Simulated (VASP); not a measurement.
# LaSi6 (P1) in VASP: a series of runs, part 2 of 2

VASP 6.6.1. Earlier steps stand in the parts before.

**3. Single point, PBE**

The input, INCAR:

```
SYSTEM = LaSi6
ALGO = Normal
EDIFF = 1E-6
ENCUT = 520
GGA = PE
ISIF = 2
ISMEAR = -1
LASPH = .True.
LCHARG = .True.
LELF = .True.
LREAL = .False.
LVHAR = .True.
LWAVE = .False.
NBANDS = 26
NELM = 100
PREC = Accurate
SIGMA = 0.05
```

The input, KPOINTS:

```
k-points
0
Gamma
  3 3 3
  0 0 0
```

The input, POSCAR:

```
LaSi6
1.0
    5.1206860000     -0.1251360000     -0.1473140000
   -0.1251360000      5.1175140000     -0.0590480000
   -0.1473140000     -0.0590480000      5.0196950000
La Si
1 6
Direct
    0.9543062199      0.9969165148      0.0181065967
    0.2038831649      0.4643116158      0.4415233429
    0.4981212775      0.1787924585      0.5579529384
    0.8420610751      0.5406167559      0.5405714338
    0.5059771890      0.7998519038      0.4668126607
    0.5331399223      0.4783822862      0.1955366794
    0.4581171272      0.5406140630      0.7991818717
```

Potentials or basis: VASP PAW PBE potentials, release 64 (La, Si).

Launch:

```bash
cat potpaw_PBE.64/La/POTCAR potpaw_PBE.64/Si/POTCAR > POTCAR
mpirun -np 1 vasp_std > vasp.out
```

OUTCAR:

```text
SYSTEM = LaSi6
   EDIFF = 1E-6
   ENCUT = 520
   GGA = PE
   ISIF = 2
   ISMEAR = -1
   LASPH = .True.
   LREAL = .False.
   NELM = 100
   PREC = Accurate

 ion  position               nearest neighbor table
   1  0.954  0.997  0.018-   4 3.32   2 3.32   3 3.37
   2  0.204  0.464  0.442-   4 2.00   6 2.15   7 2.17   3 2.21   5 2.25   1 3.32
   3  0.498  0.179  0.558-   5 1.99   2 2.21   7 2.21   6 2.42   4 2.50   1 3.37
   4  0.842  0.541  0.541-   2 2.00   5 2.24   6 2.28   7 2.42   3 2.50   1 3.32
   5  0.506  0.800  0.467-   3 1.99   6 2.13   7 2.17   4 2.24   2 2.25
   6  0.533  0.478  0.196-   7 2.04   5 2.13   2 2.15   4 2.28   3 2.42   7 3.09
   7  0.458  0.541  0.799-   6 2.04   5 2.17   2 2.17   3 2.21   4 2.42   6 3.09

  LATTYP: Found a triclinic cell.
 ALAT       =    11.2318013786
 B/A-ratio  =     0.9926748388
 C/A-ratio  =     1.3720266629
 COS(alpha) =     0.0016391881
 COS(beta)  =     0.6105495156
 COS(gamma) =     0.7900484928

  Lattice vectors:

 A1 = (  10.1162360000,   4.8672420000,  -0.3536760000)
 A2 = (  10.0940580000,  -0.3093200000,   4.7250670000)
[... 178 lines left out ...]
 cond. band min:       9.1113530152   @ k =   0.0000   0.0000   0.0000
 fundamental gap:      0.0472340928
 Fermi energy:         9.0721311684

 k-point     1 :       0.0000    0.0000    0.0000
  band No.  band energies     occupation
      1     -24.5666      2.00000
      2      -8.3202      2.00000
      3      -8.2912      2.00000
      4      -8.2582      2.00000
      5      -6.6707      2.00000
      6      -0.5334      2.00000
[... 395 lines left out ...]
     25      10.3426      0.00000
     26      10.4044      0.00000

------------------------ aborting loop because EDIFF is reached ----------------------------------------

  FORCE on cell =-STRESS in cart. coord.  units (eV):
  Direction    XX          YY          ZZ          XY          YZ          ZX
  --------------------------------------------------------------------------------------
  -------------------------------------------------------------------------------------
  Total       24.6780368     24.9892015     21.6611428     -4.8946637      3.0788960     -2.2876819
  in kB      301.0575602    304.8535878    264.2532249    -59.7120237     37.5607232    -27.9083757
  external PRESSURE =     290.0547910 kB  Pullay stress =       0.0000000 kB

 VOLUME and BASIS-vectors are now :
 -----------------------------------------------------------------------------
  energy-cutoff  :      520.00
  volume of cell :      131.33
      direct lattice vectors                 reciprocal lattice vectors
     5.120686000 -0.125136000 -0.147314000     0.195571590  0.004849097  0.005796520
    -0.125136000  5.117514000 -0.059048000     0.004849097  0.195554136  0.002442662
    -0.147314000 -0.059048000  5.019695000     0.005796520  0.002442662  0.199414136

 POSITION                                       TOTAL-FORCE (eV/Angst)
 -----------------------------------------------------------------------------------
      4.75928      4.98125     -0.10856        -0.478570      0.008807      0.124329
      0.92088      2.32454      2.15886        -1.519731     -1.697102     -2.412162
      2.44615      0.81969      2.71682         1.119117      1.214704      1.278345
      4.16465      2.62932      2.55753        -1.282490      0.558697      2.356531
      2.42209      4.00237      2.22149         0.134060      1.318261     -1.353504
      2.64137      2.36987      0.87475         2.611625     -2.738291     -1.699955
      2.16049      2.66208      3.91224        -0.584011      1.334923      1.706416
 -----------------------------------------------------------------------------------
    total drift:                                0.000093     -0.000277      0.000192

  FREE ENERGIE OF THE ION-ELECTRON SYSTEM (eV)
  ---------------------------------------------------
  free  energy   TOTEN  =       -29.2644889580 eV

  energy  without entropy=      -29.2167184071  energy(sigma->0) =      -29.24060368
```

Run time: 49 s. Hardware: 1 thread of Intel Xeon Platinum 8488C (Sapphire Rapids), shared host; peak memory 0.26 GiB.

Results:

```yaml
Free_energy: -29.2645 eV
Pressure: 29.0 GPa
Largest_force: 4.148 eV/Å
```

Forces in eV/Å, atoms in the order of the input:
```
La  -0.479  0.009  0.124
Si  -1.520 -1.697 -2.412
Si   1.119  1.215  1.278
Si  -1.282  0.559  2.357
Si   0.134  1.318 -1.354
Si   2.612 -2.738 -1.700
Si  -0.584  1.335  1.706
```

Stress tensor (GPa, compression positive):
```
30.11 -5.97 -2.79
-5.97 30.49  3.76
-2.79  3.76 26.43
```

Caveat: the k points lie up to 0.42 Å⁻¹ apart; spin-orbit coupling is left out, which moves the levels of the heavy elements; forces of over 1 eV/Å act on the atoms, so gaps and moduli don't describe the material at rest.
